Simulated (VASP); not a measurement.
# CoO (Fm-3m) in VASP: single point with LDA

Aim: the single point of CoO with LDA.

Program: VASP 6.6.1. These are calculated values, not measurements. Logs are shortened: lines on timing, memory, paths and dates and some standing lists are left out, and cuts for length are marked.

## Step 1: The cell of the first run

The structure is cubic, space group Fm-3m (No. 225). The conventional cell has a = 4.263 Å, b = 4.263 Å, c = 4.263 Å, α = 90.00°, β = 90.00°, γ = 90.00°. Within 2.8 Å of Co (site symmetry m-3m) lie 6 O at 2.13 Å. O (site symmetry m-3m) has 6 Co at 2.13 Å within 2.8 Å.

## Step 2: Single point, LDA, collinear spin, ferromagnetic start

File INCAR:

```
SYSTEM = CoO
ALGO = Normal
EDIFF = 1E-6
ENCUT = 700
GGA_COMPAT = .FALSE.
ISIF = 2
ISMEAR = 0
ISPIN = 2
LASPH = .TRUE.
LCHARG = .FALSE.
LMAXMIX = 4
LORBIT = 11
LREAL = .FALSE.
LWAVE = .FALSE.
MAGMOM = 2.7 0
NBANDS = 22
NELM = 200
PREC = Accurate
SIGMA = 0.05
```

File KPOINTS:

```
k-points
0
G
  12 12 12
  0 0 0
```

File POSCAR:

```
CoO
1.0
    0.0000000000      2.1315016559      2.1315016559
    2.1315016559      0.0000000000      2.1315016559
    2.1315016559      2.1315016559      0.0000000000
Co O
1 1
Direct
    0.0000000000      0.0000000000      0.0000000000
    0.5000000000      0.5000000000      0.5000000000
```

Potentials or basis: VASP PAW LDA potentials, release 64 (Co_sv, O).

Started as:

```console
> cat potpaw_LDA.64/Co_sv/POTCAR potpaw_LDA.64/O/POTCAR > POTCAR
> mpirun -np 1 vasp_std > vasp.out
```

OUTCAR:

```text
SYSTEM = CoO
   EDIFF = 1E-6
   ENCUT = 700
   ISIF = 2
   ISMEAR = 0
   ISPIN = 2
   LASPH = .TRUE.
   LORBIT = 11
   LREAL = .FALSE.
   NELM = 200
   PREC = Accurate

 ion  position               nearest neighbor table
   1  0.000  0.000  0.000-   2 2.13   2 2.13   2 2.13   2 2.13   2 2.13   2 2.13
   2  0.500  0.500  0.500-   1 2.13   1 2.13   1 2.13   1 2.13   1 2.13   1 2.13

  LATTYP: Found a face centered cubic cell.
 ALAT       =     4.2630033118

  Lattice vectors:

 A1 = (   0.0000000000,   2.1315016559,   2.1315016559)
 A2 = (   2.1315016559,   0.0000000000,   2.1315016559)
 A3 = (   2.1315016559,   2.1315016559,   0.0000000000)

Analysis of symmetry for initial positions (statically):
=====================================================================
 Subroutine PRICEL returns:
 Original cell was already a primitive cell.

 Routine SETGRP: Setting up the symmetry group for a
 face centered cubic supercell.

 Subroutine GETGRP returns: Found 48 space group operations
 (whereof 48 operations were pure point group operations)
 out of a pool of 48 trial point group operations.

The static configuration has the point symmetry O_h .

Analysis of symmetry for dynamics (positions and initial velocities):
=====================================================================
 Subroutine PRICEL returns:
 Original cell was already a primitive cell.

 Routine SETGRP: Setting up the symmetry group for a
 face centered cubic supercell.

 Subroutine GETGRP returns: Found 48 space group operations
 (whereof 48 operations were pure point group operations)
 out of a pool of 48 trial point group operations.

The dynamic configuration has the point symmetry O_h .

Analysis of structural, dynamic, and magnetic symmetry:
=====================================================================
 Subroutine PRICEL returns:
 Original cell was already a primitive cell.

 Routine SETGRP: Setting up the symmetry group for a
 face centered cubic supercell.

 Subroutine GETGRP returns: Found 48 space group operations
 (whereof 48 operations were pure point group operations)
 out of a pool of 48 trial point group operations.

The overall configuration has the point symmetry O_h .

 Subroutine INISYM returns: Found 48 space group operations
 (whereof 48 operations are pure point group operations),
 and found     1 'primitive' translations

----------------------------------------------------------------------------------------

                                     Primitive cell

  volume of cell :      19.3681

  direct lattice vectors                    reciprocal lattice vectors
     0.000000000  2.131501656  2.131501656    -0.234576407  0.234576407  0.234576407
     2.131501656  0.000000000  2.131501656     0.234576407 -0.234576407  0.234576407
     2.131501656  2.131501656  0.000000000     0.234576407  0.234576407 -0.234576407

  length of vectors
     3.014398550  3.014398550  3.014398550     0.406298255  0.406298255  0.406298255

  position of ions in fractional coordinates (direct lattice)
     0.000000000  0.000000000  0.000000000
     0.500000000  0.500000000  0.500000000

  ion indices of the primitive-cell ions
   primitive index   ion index
                 1           1
                 2           2

----------------------------------------------------------------------------------------

 KPOINTS: k-points

Automatic generation of k-mesh.
 Grid dimensions read from file:
 generate k-points for:   12   12   12

 Generating k-lattice:

  Cartesian coordinates                     Fractional coordinates (reciprocal lattice)
    -0.019548034  0.019548034  0.019548034     0.083333333  0.000000000  0.000000000
     0.019548034 -0.019548034  0.019548034     0.000000000  0.083333333  0.000000000
     0.019548034  0.019548034 -0.019548034     0.000000000  0.000000000  0.083333333

  Length of vectors
     0.033858188  0.033858188  0.033858188

  Shift w.r.t. Gamma in fractional coordinates (k-lattice)
     0.000000000  0.000000000  0.000000000

 Subroutine IBZKPT returns following result:
 ===========================================

 Found     72 irreducible k-points:

 Following reciprocal coordinates:
            Coordinates               Weight
  0.000000  0.000000  0.000000      1.000000
  0.083333  0.000000  0.000000      8.000000
  0.166667  0.000000  0.000000      8.000000
  0.250000  0.000000  0.000000      8.000000
  0.333333  0.000000  0.000000      8.000000
  0.416667  0.000000  0.000000      8.000000
[... 16 lines left out ...]
  0.500000  0.166667  0.000000     24.000000
 -0.416667  0.166667  0.000000     24.000000
 [... further k-points ...]
   k-points           NKPTS =     72   k-points in BZ     NKDIM =     72   number of bands    NBANDS=     22
   number of dos      NEDOS =    301   number of ions     NIONS =      2
   total plane-waves  NPLWV =  21952
   dimension x,y,z NGX =    28 NGY =   28 NGZ =   28
   dimension x,y,z NGXF=    56 NGYF=   56 NGZF=   56
   ions per type =               1   1
   NGX,Y,Z   is equivalent  to a cutoff of  15.44, 15.44, 15.44 a.u.
   NGXF,Y,Z  is equivalent  to a cutoff of  30.88, 30.88, 30.88 a.u.
 SYSTEM =  CoO
   PREC   = accura    normal or accurate (medium, high low for compatibility)
   ISTART =      0    job   : 0-new  1-cont  2-samecut
   ICHARG =      2    charge: 1-file 2-atom 10-const
   ISPIN  =      2    spin polarized calculation?
   LNONCOLLINEAR =      F non collinear calculations
   LSORBIT =      F    spin-orbit coupling
   LASPH  =      T    aspherical Exc in radial PAW
   ENCUT  =  700.0 eV  51.45 Ry    7.17 a.u.   6.50  6.50  6.50*2*pi/ulx,y,z
   NELM   =    200;   NELMIN=  2; NELMDL= -5     # of ELM steps
   EDIFF  = 0.1E-05   stopping-criterion for ELM
   LREAL  =      F    real-space projection
[... 7 lines left out ...]
   TEBEG  =    0.0;   TEEND  =   0.0 temperature during run
   PSTRESS=    0.0 pullay stress
   NELECT =      23.0000    total number of electrons
   NUPDOWN=      -1.0000    fix difference up-down
   EMIN   =  10.00;   EMAX   =-10.00  energy-range for DOS
   EFERMI =   0.00;   METHOD = LEGACY
   ISMEAR =     0;   SIGMA  =   0.05  broadening in eV -4-tet -1-fermi 0-gaus
   EFERMI_NEDOS =   21; number of points for ismear=-14 and -15
   IALGO  =     38    algorithm
   IMIX   =      4    mixing-type and parameters
     AMIX     =   0.40;   BMIX     =  1.00
     AMIX_MAG =   1.60;   BMIX_MAG =  1.00
  volume/ion in A,a.u.               =       9.68        65.35
  Fermi-wavevector in a.u.,A,eV,Ry     =   1.733625  3.276076 40.891696  3.005455
  Thomas-Fermi vector in A             =   2.807576
   LORBIT       =     11    0 simple, 1 ext, 2 COOP (PROOUT), +10 PAW based schemes
   GGA     = CA    functional components
   LHFCALC =     F    Hartree Fock is set to
   AEXX    =    0.0000 exact exchange contribution
   IVDW    =     0    specifies the selected vdW correction
   LEPSILON=     F    determine dielectric tensor
   LRPA    =     F    only Hartree local field effects (RPA)
 spin polarized calculation
 Gauss-broadening in eV      SIGMA  =   0.05
  energy-cutoff  :      700.00
  volume of cell :       19.37
 maximum number of plane-waves:       869
 NGX is ok and might be reduce to    28
   NGX = 13   NGY = 13   NGZ = 13

 number of electron      23.0000015 magnetization       2.8036889

 Free energy of the ion-electron system (eV)
  ---------------------------------------------------
  ext. energy  EPLUGINS =         0.00000000
  ---------------------------------------------------
  free energy    TOTEN  =       -14.69114867 eV

  energy without entropy =      -14.68587072  energy(sigma->0) =      -14.68850970

 E-fermi :   8.5470     XC(G=0): -13.1993

 val. band max:        8.5370089666   @ k =  -0.2500   0.2500   0.0000
 cond. band min:       8.5476253976   @ k =   0.0833   0.0833   0.0000
 fundamental gap:      0.0106164310
 Fermi energy:         8.5469775046

 spin component 1

 k-point     1 :       0.0000    0.0000    0.0000
  band No.  band energies     occupation
      1     -87.0975      1.00000
      2     -50.9086      1.00000
      3     -50.9086      1.00000
      4     -50.9086      1.00000
      5     -11.5459      1.00000
      6       5.2166      1.00000
[... 14 lines left out ...]
     21      29.5963      0.00000
     22      33.0784      0.00000

 k-point     2 :       0.0833    0.0000    0.0000
  band No.  band energies     occupation
      1     -87.0972      1.00000
      2     -50.9108      1.00000
      3     -50.9088      1.00000
      4     -50.9088      1.00000
      5     -11.4717      1.00000
      6       4.5048      1.00000
[... 542 lines left out ...]
 k-point    24 :      -0.4167    0.1667    0.0000
  band No.  band energies     occupation
      1     -87.0933      1.00000
      2     -50.9437      1.00000
      3     -50.9205      1.00000
      4     -50.9151      1.00000
      5     -10.2274      1.00000
      6       0.6766      1.00000
[... 14 lines left out ...]
     21      35.8344      0.00000
     22      37.0889      0.00000

 [... further k-points ...]

 spin component 2

 k-point     1 :       0.0000    0.0000    0.0000
  band No.  band energies     occupation
      1     -84.4045      1.00000
      2     -48.2982      1.00000
      3     -48.2982      1.00000
      4     -48.2982      1.00000
      5     -11.0494      1.00000
      6       5.7725      1.00000
[... 14 lines left out ...]
     21      30.4106      0.00000
     22      33.8854      0.00000

 k-point     2 :       0.0833    0.0000    0.0000
  band No.  band energies     occupation
      1     -84.4042      1.00000
      2     -48.3008      1.00000
      3     -48.2984      1.00000
      4     -48.2984      1.00000
      5     -10.9734      1.00000
      6       5.1737      1.00000
[... 542 lines left out ...]
 k-point    24 :      -0.4167    0.1667    0.0000
  band No.  band energies     occupation
      1     -84.3998      1.00000
      2     -48.3390      1.00000
      3     -48.3120      1.00000
      4     -48.3056      1.00000
      5      -9.6893      1.00000
      6       1.2380      1.00000
[... 14 lines left out ...]
     21      36.1966      0.00000
     22      37.6220      0.00000

 [... further k-points ...]

------------------------ aborting loop because EDIFF is reached ----------------------------------------

  FORCE on cell =-STRESS in cart. coord.  units (eV):
  Direction    XX          YY          ZZ          XY          YZ          ZX
  --------------------------------------------------------------------------------------
  -------------------------------------------------------------------------------------
  Total       -2.5415747     -2.5415747     -2.5415747     -0.0000000     -0.0000000      0.0000000
  in kB     -210.2453699   -210.2453699   -210.2453699     -0.0000000     -0.0000000      0.0000000
  external PRESSURE =    -210.2453699 kB  Pullay stress =       0.0000000 kB

 VOLUME and BASIS-vectors are now :
 -----------------------------------------------------------------------------
  energy-cutoff  :      700.00
  volume of cell :       19.37
      direct lattice vectors                 reciprocal lattice vectors
     0.000000000  2.131501656  2.131501656    -0.234576407  0.234576407  0.234576407
     2.131501656  0.000000000  2.131501656     0.234576407 -0.234576407  0.234576407
     2.131501656  2.131501656  0.000000000     0.234576407  0.234576407 -0.234576407

 POSITION                                       TOTAL-FORCE (eV/Angst)
 -----------------------------------------------------------------------------------
      0.00000      0.00000      0.00000         0.000000     -0.000000      0.000000
      2.13150      2.13150      2.13150        -0.000000      0.000000     -0.000000
 -----------------------------------------------------------------------------------
    total drift:                                0.000000      0.000000      0.000000

  FREE ENERGIE OF THE ION-ELECTRON SYSTEM (eV)
  ---------------------------------------------------
  free  energy   TOTEN  =       -14.6911486708 eV

  energy  without entropy=      -14.6858707227  energy(sigma->0) =      -14.68850970

 total charge

# of ion       s       p       d       tot
------------------------------------------
    1        2.142   6.060   6.692  14.894
    2        1.541   3.386   0.000   4.927
--------------------------------------------------
tot          3.684   9.446   6.692  19.821

 magnetization (x)

# of ion       s       p       d       tot
------------------------------------------
    1        0.013   0.009   2.370   2.391
    2        0.028   0.271   0.000   0.299
--------------------------------------------------
tot          0.041   0.280   2.370   2.691
```

Wall time 63 s (1 thread of AMD EPYC 9R45 (Zen 5), shared host); peak memory 0.17 GiB.

Results:

| Property | Result |
| --- | --- |
| Free energy | -14.6911 eV |
| Pressure | -21.0 GPa |
| Net moment | 2.80 μB per cell |
| Site moments | Co +2.39; O +0.30 μB |
| Valence electrons inside the program's atomic spheres | Co 14.89; O 4.93 |

Caveat: the cell stands under tension; a cell with one magnetic atom can't hold antiferromagnetic order, which such compounds often take; semilocal functionals often make such compounds metallic where correlation or magnetic order opens a gap, which also shifts bond lengths. With open d or f shells a metallic result of LDA can be an artefact of self-interaction; +U or a hybrid may open a gap.
